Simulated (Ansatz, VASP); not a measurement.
## Al3BP4 in VASP and in Ansatz

```xyz
8
Lattice="5.2757 0.0000 0.0000 0.0000 5.2757 0.0000 0.0000 0.0000 5.2757" Properties=species:S:1:pos:R:3 pbc="T T T"
Al    0.0000    0.0000    2.6378
Al    0.0000    2.6378    0.0000
Al    2.6378    0.0000    0.0000
B     2.6378    2.6378    2.6378
P     1.4460    1.4460    1.4460
P     1.4460    3.8297    3.8297
P     3.8297    1.4460    3.8297
P     3.8297    3.8297    1.4460
```

Alike in both runs: task relaxation of cell and atoms; functional PBE; k mesh 6 × 6 × 6; occupations gaussian, width 0.02 eV; no spin polarisation.

```csv
,VASP,Ansatz
version,VASP 6.6.1,Ansatz 0.2.0
potentials or method,"VASP PAW PBE potentials, release 64 (Al, B, P), cutoff 600 eV","scalar-relativistic, plane waves, PAW"
valence electrons in the cell,32,32
```

Ansatz gave:

- gap on the k mesh at the Fermi level, each at its own relaxed structure (eV): 1.04
- relaxed volume (Å³/atom): 18.36
- relaxed cell length with the largest relative difference (Å): 5.277

Problem. Estimate VASP's values.

Solution. gap on the k mesh at the Fermi level, each at its own relaxed structure (eV): 1.04; relaxed volume (Å³/atom): 18.35; relaxed cell length with the largest relative difference (Å): 5.276.

Noted on VASP's run: the relaxation stopped at its first step, so nothing moved.
